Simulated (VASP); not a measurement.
# Eu (Im-3m) in VASP: further runs

Eu is run at these levels: PBE; tasks: single point.

Program: VASP 6.6.1. These are calculated values, not measurements. Logs are shortened: lines on timing, memory, paths and dates and some standing lists are left out, and cuts for length are marked.

### Step 1. The cell of the first run

It takes space group Im-3m (No. 229, cubic). The conventional cell has a = 4.606 Å, b = 4.606 Å, c = 4.606 Å, α = 90.00°, β = 90.00°, γ = 90.00°. Within 5.2 Å of Eu (site symmetry m-3m) lie 14 Eu at 3.99 to 4.61 Å.

### Step 2. Single point, PBE, collinear spin, ferromagnetic start

The input, INCAR:

```
SYSTEM = Eu
PREC = Accurate
ENCUT = 520
EDIFF = 1E-6
ISMEAR = -1
SIGMA = 0.05
LREAL = .False.
LASPH = .True.
NELM = 150
ALGO = Normal
ISIF = 2
LWAVE = .False.
LCHARG = .False.
ISPIN = 2
MAGMOM = 10.5
LORBIT = 11
NUPDOWN = 10.5
LMAXMIX = 6
GGA = PE
NBANDS = 18
```

The input, KPOINTS:

```
regular mesh
0
Gamma
  7 7 7
  0 0 0
```

The input, POSCAR:

```
Eu
1.0
   -2.3030000000      2.3030000000      2.3030000000
    2.3030000000     -2.3030000000      2.3030000000
    2.3030000000      2.3030000000     -2.3030000000
Eu
1
Direct
    0.0000000000      0.0000000000      0.0000000000
```

Potentials or basis: VASP PAW PBE potentials, release 64 (Eu).

Started as:

```
$ cat potpaw_PBE.64/Eu/POTCAR > POTCAR
$ mpirun -np 1 vasp_std > vasp.out
```

OUTCAR:

```text
SYSTEM = Eu
   PREC = Accurate
   ENCUT = 520
   EDIFF = 1E-6
   ISMEAR = -1
   LREAL = .False.
   LASPH = .True.
   NELM = 150
   ISIF = 2
   ISPIN = 2
   LORBIT = 11
   NUPDOWN = 10.5
   GGA = PE

 ion  position               nearest neighbor table
   1  0.000  0.000  0.000-

  LATTYP: Found a body centered cubic cell.
 ALAT       =     4.6060000000

  Lattice vectors:

 A1 = (  -2.3030000000,   2.3030000000,   2.3030000000)
 A2 = (   2.3030000000,  -2.3030000000,   2.3030000000)
 A3 = (   2.3030000000,   2.3030000000,  -2.3030000000)

Analysis of symmetry for initial positions (statically):
=====================================================================
 Subroutine PRICEL returns:
 Original cell was already a primitive cell.

 Routine SETGRP: Setting up the symmetry group for a
 body centered cubic supercell.

 Subroutine GETGRP returns: Found 48 space group operations
 (whereof 48 operations were pure point group operations)
 out of a pool of 48 trial point group operations.

The static configuration has the point symmetry O_h .

Analysis of symmetry for dynamics (positions and initial velocities):
=====================================================================
 Subroutine PRICEL returns:
 Original cell was already a primitive cell.

 Routine SETGRP: Setting up the symmetry group for a
 body centered cubic supercell.

 Subroutine GETGRP returns: Found 48 space group operations
 (whereof 48 operations were pure point group operations)
 out of a pool of 48 trial point group operations.

The dynamic configuration has the point symmetry O_h .

Analysis of structural, dynamic, and magnetic symmetry:
=====================================================================
 Subroutine PRICEL returns:
 Original cell was already a primitive cell.

 Routine SETGRP: Setting up the symmetry group for a
 body centered cubic supercell.

 Subroutine GETGRP returns: Found 48 space group operations
 (whereof 48 operations were pure point group operations)
 out of a pool of 48 trial point group operations.

The overall configuration has the point symmetry O_h .

 Subroutine INISYM returns: Found 48 space group operations
 (whereof 48 operations are pure point group operations),
 and found     1 'primitive' translations

----------------------------------------------------------------------------------------

                                     Primitive cell

  volume of cell :      48.8587

  direct lattice vectors                    reciprocal lattice vectors
    -2.303000000  2.303000000  2.303000000     0.000000000  0.217108120  0.217108120
     2.303000000 -2.303000000  2.303000000     0.217108120  0.000000000  0.217108120
     2.303000000  2.303000000 -2.303000000     0.217108120  0.217108120  0.000000000

  length of vectors
     3.988913010  3.988913010  3.988913010     0.307037248  0.307037248  0.307037248

  position of ions in fractional coordinates (direct lattice)
     0.000000000  0.000000000  0.000000000

  ion indices of the primitive-cell ions
   primitive index   ion index
                 1           1

----------------------------------------------------------------------------------------

 KPOINTS: regular mesh

Automatic generation of k-mesh.
 Grid dimensions read from file:
 generate k-points for:    7    7    7

 Generating k-lattice:

  Cartesian coordinates                     Fractional coordinates (reciprocal lattice)
     0.000000000  0.031015446  0.031015446     0.142857143  0.000000000  0.000000000
     0.031015446  0.000000000  0.031015446     0.000000000  0.142857143  0.000000000
     0.031015446  0.031015446  0.000000000     0.000000000  0.000000000  0.142857143

  Length of vectors
     0.043862464  0.043862464  0.043862464

  Shift w.r.t. Gamma in fractional coordinates (k-lattice)
     0.000000000  0.000000000  0.000000000

 Subroutine IBZKPT returns following result:
 ===========================================

 Found     20 irreducible k-points:

 Following reciprocal coordinates:
            Coordinates               Weight
  0.000000  0.000000  0.000000      1.000000
  0.142857  0.000000  0.000000     12.000000
  0.285714  0.000000  0.000000     12.000000
  0.428571  0.000000  0.000000     12.000000
  0.142857  0.142857  0.000000     24.000000
  0.285714  0.142857  0.000000     48.000000
[... 12 lines left out ...]
 -0.428571 -0.428571  0.285714      8.000000
 -0.428571  0.428571  0.428571      6.000000
   k-points           NKPTS =     20   k-points in BZ     NKDIM =     20   number of bands    NBANDS=     18
   number of dos      NEDOS =    301   number of ions     NIONS =      1
   total plane-waves  NPLWV =  27000
   dimension x,y,z NGX =    30 NGY =   30 NGZ =   30
   dimension x,y,z NGXF=    60 NGYF=   60 NGZF=   60
   ions per type =               1
   NGX,Y,Z   is equivalent  to a cutoff of  12.50, 12.50, 12.50 a.u.
   NGXF,Y,Z  is equivalent  to a cutoff of  25.01, 25.01, 25.01 a.u.
 SYSTEM =  Eu
   PREC   = accura    normal or accurate (medium, high low for compatibility)
   ISTART =      0    job   : 0-new  1-cont  2-samecut
   ICHARG =      2    charge: 1-file 2-atom 10-const
   ISPIN  =      2    spin polarized calculation?
   LNONCOLLINEAR =      F non collinear calculations
   LSORBIT =      F    spin-orbit coupling
   LASPH  =      T    aspherical Exc in radial PAW
   ENCUT  =  520.0 eV  38.22 Ry    6.18 a.u.   7.42  7.42  7.42*2*pi/ulx,y,z
   NELM   =    150;   NELMIN=  2; NELMDL= -5     # of ELM steps
   EDIFF  = 0.1E-05   stopping-criterion for ELM
   LREAL  =      F    real-space projection
   EDIFFG = 0.1E-04   stopping-criterion for IOM
   NSW    =      0    number of steps for IOM
   IBRION =     -1    ionic relax: 0-MD 1-quasi-New 2-CG
   NFREE  =      0    steps in history (QN), initial steepest desc. (CG)
   ISIF   =      2    stress and relaxation
   ISYM   =      2    0-nonsym 1-usesym 2-fastsym
   POTIM  = 0.5000    time-step for ionic-motion
   TEBEG  =    0.0;   TEEND  =   0.0 temperature during run
   PSTRESS=    0.0 pullay stress
   NELECT =      17.0000    total number of electrons
   NUPDOWN=      10.5000    fix difference up-down
   EMIN   =  10.00;   EMAX   =-10.00  energy-range for DOS
   EFERMI =   0.00;   METHOD = LEGACY
   ISMEAR =    -1;   SIGMA  =   0.05  broadening in eV -4-tet -1-fermi 0-gaus
   EFERMI_NEDOS =   21; number of points for ismear=-14 and -15
   IALGO  =     38    algorithm
   IMIX   =      4    mixing-type and parameters
     AMIX     =   0.40;   BMIX     =  1.00
     AMIX_MAG =   1.60;   BMIX_MAG =  1.00
  volume/ion in A,a.u.               =      48.86       329.71
  Fermi-wavevector in a.u.,A,eV,Ry     =   1.151447  2.175919 18.039008  1.325830
  Thomas-Fermi vector in A             =   2.288104
   LORBIT       =     11    0 simple, 1 ext, 2 COOP (PROOUT), +10 PAW based schemes
   GGA     = PE    functional components
   LHFCALC =     F    Hartree Fock is set to
   AEXX    =    0.0000 exact exchange contribution
   IVDW    =     0    specifies the selected vdW correction
   LEPSILON=     F    determine dielectric tensor
   LRPA    =     F    only Hartree local field effects (RPA)
 spin polarized calculation
  energy-cutoff  :      520.00
  volume of cell :       48.86
 maximum number of plane-waves:      1329
 NGX is ok and might be reduce to    30
   NGX = 15   NGY = 15   NGZ = 15

 number of electron      17.0000008 magnetization      10.5000011

 Free energy of the ion-electron system (eV)
  ---------------------------------------------------
  ext. energy  EPLUGINS =         0.00000000
  ---------------------------------------------------
  free energy    TOTEN  =         2.88566867 eV

  energy without entropy =        2.94998337  energy(sigma->0) =        2.91782602

 E-fermi : -16.5830     XC(G=0):  -8.4352

 val. band max:        1.9162845348   @ k =  -0.2857   0.2857   0.1429
 cond. band min:     -16.5824469973   @ k =  -0.4286   0.4286   0.1429
 fundamental gap:    -18.4987315321
 Fermi energy:         1.9785605360

 spin component 1

 k-point     1 :       0.0000    0.0000    0.0000
  band No.  band energies     occupation
      1     -41.5523      1.00000
      2     -20.1428      1.00000
      3     -20.1428      1.00000
      4     -20.1428      1.00000
      5      -3.2165      1.00000
      6       0.0008      1.00000
[... 10 lines left out ...]
     17       3.9070      0.00000
     18       9.7613      0.00000

 k-point     2 :       0.1429    0.0000    0.0000
  band No.  band energies     occupation
      1     -41.5491      1.00000
      2     -20.1914      1.00000
      3     -20.1591      1.00000
      4     -20.1427      1.00000
      5      -2.8250      1.00000
      6       0.0034      1.00000
[... 10 lines left out ...]
     17       3.9282      0.00000
     18       9.9736      0.00000
[... 358 lines left out ...]
 k-point    20 :      -0.4286    0.4286    0.4286
  band No.  band energies     occupation
      1     -41.5239      1.00000
      2     -20.3235      1.00000
      3     -20.3159      1.00000
      4     -20.3159      1.00000
      5       0.0055      1.00000
      6       0.0118      1.00000
[... 10 lines left out ...]
     17       4.9311      0.00000
     18       6.4412      0.00000
 Fermi energy:       -16.5829551666

 spin component 2

 k-point     1 :       0.0000    0.0000    0.0000
  band No.  band energies     occupation
      1     -37.2889      1.00000
      2     -16.5360      0.28119
      3     -16.5360      0.28119
      4     -16.5360      0.28118
      5      -1.5104      0.00000
      6       4.5293      0.00000
[... 10 lines left out ...]
     17       6.0304      0.00000
     18      11.7329      0.00000

 k-point     2 :       0.1429    0.0000    0.0000
  band No.  band energies     occupation
      1     -37.2849      1.00000
      2     -16.6003      0.58576
      3     -16.5568      0.37206
      4     -16.5363      0.28218
      5      -1.1025      0.00000
      6       4.1823      0.00000
[... 10 lines left out ...]
     17       6.1480      0.00000
     18      11.9849      0.00000
[... 358 lines left out ...]
 k-point    20 :      -0.4286    0.4286    0.4286
  band No.  band energies     occupation
      1     -37.2520      1.00000
      2     -16.7674      0.97563
      3     -16.7565      0.96983
      4     -16.7565      0.96983
      5       1.9111      0.00000
      6       1.9619      0.00000
[... 10 lines left out ...]
     17       7.4958      0.00000
     18       8.7951      0.00000

------------------------ aborting loop because EDIFF is reached ----------------------------------------

  FORCE on cell =-STRESS in cart. coord.  units (eV):
  Direction    XX          YY          ZZ          XY          YZ          ZX
  --------------------------------------------------------------------------------------
  -------------------------------------------------------------------------------------
  Total       -1.8214353     -1.8214353     -1.8214353     -0.0000000     -0.0000000      0.0000000
  in kB      -59.7286266    -59.7286266    -59.7286266     -0.0000000     -0.0000000      0.0000000
  external PRESSURE =     -59.7286266 kB  Pullay stress =       0.0000000 kB

 VOLUME and BASIS-vectors are now :
 -----------------------------------------------------------------------------
  energy-cutoff  :      520.00
  volume of cell :       48.86
      direct lattice vectors                 reciprocal lattice vectors
    -2.303000000  2.303000000  2.303000000     0.000000000  0.217108120  0.217108120
     2.303000000 -2.303000000  2.303000000     0.217108120  0.000000000  0.217108120
     2.303000000  2.303000000 -2.303000000     0.217108120  0.217108120  0.000000000

 POSITION                                       TOTAL-FORCE (eV/Angst)
 -----------------------------------------------------------------------------------
      0.00000      0.00000      0.00000        -0.000000     -0.000000     -0.000000
 -----------------------------------------------------------------------------------
    total drift:                                0.000000     -0.000000      0.000000

  FREE ENERGIE OF THE ION-ELECTRON SYSTEM (eV)
  ---------------------------------------------------
  free  energy   TOTEN  =         2.8856686656 eV

  energy  without entropy=        2.9499833668  energy(sigma->0) =        2.91782602

 total charge

# of ion       s       p       d       f       tot
--------------------------------------------------
    1        2.040   5.011   0.673   6.826  14.550

 magnetization (x)

# of ion       s       p       d       f       tot
--------------------------------------------------
    1        0.044   0.715   0.673   6.826   8.257
```

It took 35 s on 1 thread of AMD EPYC 7R13 (Zen 3), shared host; peak memory 0.18 GiB.

Results:

```
Free energy                                           : 2.8857 eV
Pressure                                              : -6.0 GPa
Net moment                                            : 10.50 μB per cell
Site moments                                          : Eu +8.26 μB
Valence electrons inside the program's atomic spheres : Eu 14.55
```

Caveat: spin-orbit coupling is left out, which moves the levels of the heavy elements; the total moment is fixed, so each spin has its own Fermi level.

### Step 3. Single point, PBE, collinear spin, ferromagnetic start

INCAR: that of step 2 with these lines changed.

```diff
@@ -3,3 +3,3 @@
 ENCUT = 520
-EDIFF = 1E-6
+EDIFF = 1E-7
 ISMEAR = -1
@@ -14,5 +14,5 @@
 ISPIN = 2
-MAGMOM = 10.5
+MAGMOM = 14
 LORBIT = 11
-NUPDOWN = 10.5
+NUPDOWN = 14.0
 LMAXMIX = 6
```

The input, KPOINTS:

```
Automatic mesh
0
Gamma
  7 7 7
  0 0 0
```

POSCAR is that of step 2.

Potentials or basis: VASP PAW PBE potentials, release 64 (Eu).

Started as:

```
$ cat potpaw_PBE.64/Eu/POTCAR > POTCAR
$ mpirun -np 1 vasp_std > vasp.out
```

It took 42 s on 1 thread of AMD EPYC 7R13 (Zen 3), shared host; peak memory 0.18 GiB.

The run converged. Its results:

* Free energy: 36.8394 eV
* Pressure: -4.6 GPa
* Net moment: 14.00 μB per cell
* Site moments: Eu +11.37 μB
* Valence electrons inside the program's atomic spheres: Eu 14.26

Caveat: spin-orbit coupling is left out, which moves the levels of the heavy elements; the total moment is fixed, so each spin has its own Fermi level. The state reached can hang on the start; a lower one may exist.
